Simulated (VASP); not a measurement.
# Ta2S3 (Pm-3m) in VASP: further runs

Runs on Ta2S3. Level: PBE. Tasks: single point.

Program: VASP 6.6.1. These are calculated values, not measurements. Logs are shortened: lines on timing, memory, paths and dates and some standing lists are left out, and cuts for length are marked.

## Step 1: The cell of the first run

It takes space group Pm-3m (No. 221, cubic). The conventional cell has a = 4.728 Å, b = 4.728 Å, c = 4.728 Å, α = 90.00°, β = 90.00°, γ = 90.00°. Ta (site symmetry m-3m) has 12 S at 3.34 Å and 8 Ta at 4.09 Å within 4.4 Å. Within 3.1 Å of Ta (site symmetry m-3m) lie 6 S at 2.36 Å. S (site symmetry 4/mmm) has 2 Ta at 2.36 Å within 3.1 Å.

The cell was built from a structure type or drawn by symmetry, and may not be a known phase.

## Step 2: Single point, PBE, collinear spin

INCAR

```
PREC = Accurate
ENCUT = 500
EDIFF = 1E-6
ISMEAR = 0
SIGMA = 0.1
LREAL = F
LASPH = T
NELM = 200
ALGO = Normal
ISIF = 2
LWAVE = F
LCHARG = F
ISPIN = 2
MAGMOM = 1.47 1.47 0 0 0
LORBIT = 11
LMAXMIX = 4
GGA = PE
NBANDS = 34
GGA_COMPAT = F
```

KPOINTS

```
regular mesh
0
Gamma
  8 8 8
```

POSCAR

```
Ta2S3
1.0
    4.7283228443      0.0000000000      0.0000000000
    0.0000000000      4.7283228443      0.0000000000
    0.0000000000      0.0000000000      4.7283228443
Ta S
2 3
Direct
    0.5000000000      0.5000000000      0.5000000000
    0.0000000000      0.0000000000      0.0000000000
    0.5000000000      0.0000000000      0.0000000000
    0.0000000000      0.5000000000      0.0000000000
    0.0000000000      0.0000000000      0.5000000000
```

Potentials or basis: VASP PAW PBE potentials, release 64 (Ta_sv_GW, S).

Command:

```console
> cat potpaw_PBE.64/Ta_sv_GW/POTCAR potpaw_PBE.64/S/POTCAR > POTCAR
> mpirun -np 1 vasp_std > vasp.out
```

OUTCAR:

```text
PREC = Accurate
   ENCUT = 500
   EDIFF = 1E-6
   ISMEAR = 0
   LREAL = F
   LASPH = T
   NELM = 200
   ISIF = 2
   ISPIN = 2
   LORBIT = 11
   GGA = PE

 ion  position               nearest neighbor table
   1  0.500  0.500  0.500-
   2  0.000  0.000  0.000-   3 2.36   4 2.36   5 2.36   5 2.36   4 2.36   3 2.36
   3  0.500  0.000  0.000-   2 2.36   2 2.36
   4  0.000  0.500  0.000-   2 2.36   2 2.36
   5  0.000  0.000  0.500-   2 2.36   2 2.36

  LATTYP: Found a simple cubic cell.
 ALAT       =     4.7283228443

  Lattice vectors:

 A1 = (   4.7283228443,   0.0000000000,   0.0000000000)
 A2 = (   0.0000000000,   4.7283228443,   0.0000000000)
 A3 = (   0.0000000000,   0.0000000000,   4.7283228443)

Analysis of symmetry for initial positions (statically):
=====================================================================
 Subroutine PRICEL returns:
 Original cell was already a primitive cell.

 Routine SETGRP: Setting up the symmetry group for a
 simple cubic supercell.

 Subroutine GETGRP returns: Found 48 space group operations
 (whereof 48 operations were pure point group operations)
 out of a pool of 48 trial point group operations.

The static configuration has the point symmetry O_h .

Analysis of symmetry for dynamics (positions and initial velocities):
=====================================================================
 Subroutine PRICEL returns:
 Original cell was already a primitive cell.

 Routine SETGRP: Setting up the symmetry group for a
 simple cubic supercell.

 Subroutine GETGRP returns: Found 48 space group operations
 (whereof 48 operations were pure point group operations)
 out of a pool of 48 trial point group operations.

The dynamic configuration has the point symmetry O_h .

Analysis of structural, dynamic, and magnetic symmetry:
=====================================================================
 Subroutine PRICEL returns:
 Original cell was already a primitive cell.

 Routine SETGRP: Setting up the symmetry group for a
 simple cubic supercell.

 Subroutine GETGRP returns: Found 48 space group operations
 (whereof 48 operations were pure point group operations)
 out of a pool of 48 trial point group operations.

The overall configuration has the point symmetry O_h .

 Subroutine INISYM returns: Found 48 space group operations
 (whereof 48 operations are pure point group operations),
 and found     1 'primitive' translations

----------------------------------------------------------------------------------------

                                     Primitive cell

  volume of cell :     105.7113

  direct lattice vectors                    reciprocal lattice vectors
     4.728322844  0.000000000  0.000000000     0.211491481  0.000000000  0.000000000
     0.000000000  4.728322844  0.000000000     0.000000000  0.211491481  0.000000000
     0.000000000  0.000000000  4.728322844     0.000000000  0.000000000  0.211491481

  length of vectors
     4.728322844  4.728322844  4.728322844     0.211491481  0.211491481  0.211491481

  position of ions in fractional coordinates (direct lattice)
     0.500000000  0.500000000  0.500000000
     0.000000000  0.000000000  0.000000000
     0.500000000  0.000000000  0.000000000
     0.000000000  0.500000000  0.000000000
     0.000000000  0.000000000  0.500000000

  ion indices of the primitive-cell ions
   primitive index   ion index
                 1           1
                 2           2
                 3           3
                 4           4
                 5           5

----------------------------------------------------------------------------------------

 KPOINTS: regular mesh

Automatic generation of k-mesh.
 Grid dimensions read from file:
 generate k-points for:    8    8    8

 Generating k-lattice:

  Cartesian coordinates                     Fractional coordinates (reciprocal lattice)
     0.026436435  0.000000000  0.000000000     0.125000000  0.000000000  0.000000000
     0.000000000  0.026436435  0.000000000     0.000000000  0.125000000  0.000000000
     0.000000000  0.000000000  0.026436435     0.000000000  0.000000000  0.125000000

  Length of vectors
     0.026436435  0.026436435  0.026436435

  Shift w.r.t. Gamma in fractional coordinates (k-lattice)
     0.000000000  0.000000000  0.000000000

 Subroutine IBZKPT returns following result:
 ===========================================

 Found     35 irreducible k-points:

 Following reciprocal coordinates:
            Coordinates               Weight
  0.000000  0.000000  0.000000      1.000000
  0.125000  0.000000  0.000000      6.000000
  0.250000  0.000000  0.000000      6.000000
  0.375000  0.000000  0.000000      6.000000
  0.500000  0.000000  0.000000      3.000000
  0.125000  0.125000  0.000000     12.000000
[... 16 lines left out ...]
  0.375000  0.375000  0.125000     24.000000
  0.500000  0.375000  0.125000     24.000000
 [... further k-points ...]
   k-points           NKPTS =     35   k-points in BZ     NKDIM =     35   number of bands    NBANDS=     34
   number of dos      NEDOS =    301   number of ions     NIONS =      5
   total plane-waves  NPLWV =  46656
   dimension x,y,z NGX =    36 NGY =   36 NGZ =   36
   dimension x,y,z NGXF=    72 NGYF=   72 NGZF=   72
   ions per type =               2   3
   NGX,Y,Z   is equivalent  to a cutoff of  12.66, 12.66, 12.66 a.u.
   NGXF,Y,Z  is equivalent  to a cutoff of  25.31, 25.31, 25.31 a.u.
 SYSTEM =  unknown system
   PREC   = accura    normal or accurate (medium, high low for compatibility)
   ISTART =      0    job   : 0-new  1-cont  2-samecut
   ICHARG =      2    charge: 1-file 2-atom 10-const
   ISPIN  =      2    spin polarized calculation?
   LNONCOLLINEAR =      F non collinear calculations
   LSORBIT =      F    spin-orbit coupling
   LASPH  =      T    aspherical Exc in radial PAW
   ENCUT  =  500.0 eV  36.75 Ry    6.06 a.u.   8.62  8.62  8.62*2*pi/ulx,y,z
   NELM   =    200;   NELMIN=  2; NELMDL= -5     # of ELM steps
   EDIFF  = 0.1E-05   stopping-criterion for ELM
   LREAL  =      F    real-space projection
   EDIFFG = 0.1E-04   stopping-criterion for IOM
   NSW    =      0    number of steps for IOM
   IBRION =     -1    ionic relax: 0-MD 1-quasi-New 2-CG
   NFREE  =      0    steps in history (QN), initial steepest desc. (CG)
   ISIF   =      2    stress and relaxation
   ISYM   =      2    0-nonsym 1-usesym 2-fastsym
   POTIM  = 0.5000    time-step for ionic-motion
   TEBEG  =    0.0;   TEEND  =   0.0 temperature during run
   PSTRESS=    0.0 pullay stress
   NELECT =      44.0000    total number of electrons
   NUPDOWN=      -1.0000    fix difference up-down
   EMIN   =  10.00;   EMAX   =-10.00  energy-range for DOS
   EFERMI =   0.00;   METHOD = LEGACY
   ISMEAR =     0;   SIGMA  =   0.10  broadening in eV -4-tet -1-fermi 0-gaus
   EFERMI_NEDOS =   21; number of points for ismear=-14 and -15
   IALGO  =     38    algorithm
   IMIX   =      4    mixing-type and parameters
     AMIX     =   0.40;   BMIX     =  1.00
     AMIX_MAG =   1.60;   BMIX_MAG =  1.00
  volume/ion in A,a.u.               =      21.14       142.67
  Fermi-wavevector in a.u.,A,eV,Ry     =   1.222321  2.309852 20.328037  1.494069
  Thomas-Fermi vector in A             =   2.357472
   LORBIT       =     11    0 simple, 1 ext, 2 COOP (PROOUT), +10 PAW based schemes
   GGA     = PE    functional components
   LHFCALC =     F    Hartree Fock is set to
   AEXX    =    0.0000 exact exchange contribution
   IVDW    =     0    specifies the selected vdW correction
   LEPSILON=     F    determine dielectric tensor
   LRPA    =     F    only Hartree local field effects (RPA)
 spin polarized calculation
 Gauss-broadening in eV      SIGMA  =   0.10
  energy-cutoff  :      500.00
  volume of cell :      105.71
 maximum number of plane-waves:      2730
 NGX is ok and might be reduce to    36
   NGX = 17   NGY = 17   NGZ = 17

 number of electron      44.0000014 magnetization       3.1017846

 Free energy of the ion-electron system (eV)
  ---------------------------------------------------
  ext. energy  EPLUGINS =         0.00000000
  ---------------------------------------------------
  free energy    TOTEN  =       -38.88926941 eV

  energy without entropy =      -38.86851956  energy(sigma->0) =      -38.87889448

 E-fermi :   7.0125     XC(G=0): -10.4835

 val. band max:        7.0041469104   @ k =   0.5000   0.2500   0.1250
 cond. band min:       7.0165980817   @ k =   0.3750   0.1250   0.1250
 fundamental gap:      0.0124511713
 Fermi energy:         7.0125093651

 spin component 1

 k-point     1 :       0.0000    0.0000    0.0000
  band No.  band energies     occupation
      1     -62.7559      1.00000
      2     -62.1162      1.00000
      3     -29.2887      1.00000
      4     -29.2887      1.00000
      5     -29.2887      1.00000
      6     -28.6612      1.00000
[... 877 lines left out ...]
     33      12.7027      0.00000
     34      13.4020      0.00000

 [... further k-points ...]

 spin component 2

 k-point     1 :       0.0000    0.0000    0.0000
  band No.  band energies     occupation
      1     -62.0440      1.00000
      2     -61.8244      1.00000
      3     -28.5593      1.00000
      4     -28.5593      1.00000
      5     -28.5593      1.00000
      6     -27.9729      1.00000
[... 877 lines left out ...]
     33      13.5468      0.00000
     34      13.6329      0.00000

 [... further k-points ...]

------------------------ aborting loop because EDIFF is reached ----------------------------------------

  FORCE on cell =-STRESS in cart. coord.  units (eV):
  Direction    XX          YY          ZZ          XY          YZ          ZX
  --------------------------------------------------------------------------------------
  -------------------------------------------------------------------------------------
  Total       -0.2369657     -0.2369657     -0.2369657     -0.0000000     -0.0000000     -0.0000000
  in kB       -3.5914903     -3.5914903     -3.5914903     -0.0000000     -0.0000000     -0.0000000
  external PRESSURE =      -3.5914903 kB  Pullay stress =       0.0000000 kB

 VOLUME and BASIS-vectors are now :
 -----------------------------------------------------------------------------
  energy-cutoff  :      500.00
  volume of cell :      105.71
      direct lattice vectors                 reciprocal lattice vectors
     4.728322844  0.000000000  0.000000000     0.211491481  0.000000000  0.000000000
     0.000000000  4.728322844  0.000000000     0.000000000  0.211491481  0.000000000
     0.000000000  0.000000000  4.728322844     0.000000000  0.000000000  0.211491481

 POSITION                                       TOTAL-FORCE (eV/Angst)
 -----------------------------------------------------------------------------------
      2.36416      2.36416      2.36416         0.000000      0.000000      0.000000
      0.00000      0.00000      0.00000         0.000000      0.000000      0.000000
      2.36416      0.00000      0.00000         0.000000      0.000000      0.000000
      0.00000      2.36416      0.00000         0.000000      0.000000      0.000000
      0.00000      0.00000      2.36416         0.000000      0.000000      0.000000
 -----------------------------------------------------------------------------------
    total drift:                                0.000000      0.000000      0.000000

  FREE ENERGIE OF THE ION-ELECTRON SYSTEM (eV)
  ---------------------------------------------------
  free  energy   TOTEN  =       -38.8892694104 eV

  energy  without entropy=      -38.8685195594  energy(sigma->0) =      -38.87889448

 total charge

# of ion       s       p       d       f       tot
--------------------------------------------------
    1        3.201   5.961   2.169   0.007  11.338
    2        3.294   6.053   2.314   0.104  11.765
    3        1.347   2.396   0.000   0.000   3.743
    4        1.347   2.396   0.000   0.000   3.743
    5        1.347   2.396   0.000   0.000   3.743
--------------------------------------------------
tot         10.535  19.202   4.482   0.112  34.331

 magnetization (x)

# of ion       s       p       d       f       tot
--------------------------------------------------
    1        0.569  -0.001   1.860   0.001   2.429
    2        0.033   0.001   0.148   0.001   0.182
    3        0.006  -0.063   0.000   0.000  -0.057
    4        0.006  -0.063   0.000   0.000  -0.057
    5        0.006  -0.063   0.000   0.000  -0.057
--------------------------------------------------
tot          0.620  -0.190   2.007   0.003   2.439
```

It took 4.1 min on 1 thread of Intel Xeon Platinum 8375C at 2.90GHz (Ice Lake), shared host; peak memory 0.35 GiB.

Results:

```
Free energy                                           : -38.8893 eV
Pressure                                              : -0.4 GPa
Net moment                                            : 3.10 μB per cell
Site moments                                          : Ta +2.43, +0.18; S -0.06 μB
Valence electrons inside the program's atomic spheres : Ta 11.34, 11.77; S 3.74
```

Caveat: spin-orbit coupling is left out, which moves the levels of the heavy elements.

(Part 1 of 2 ends here.)
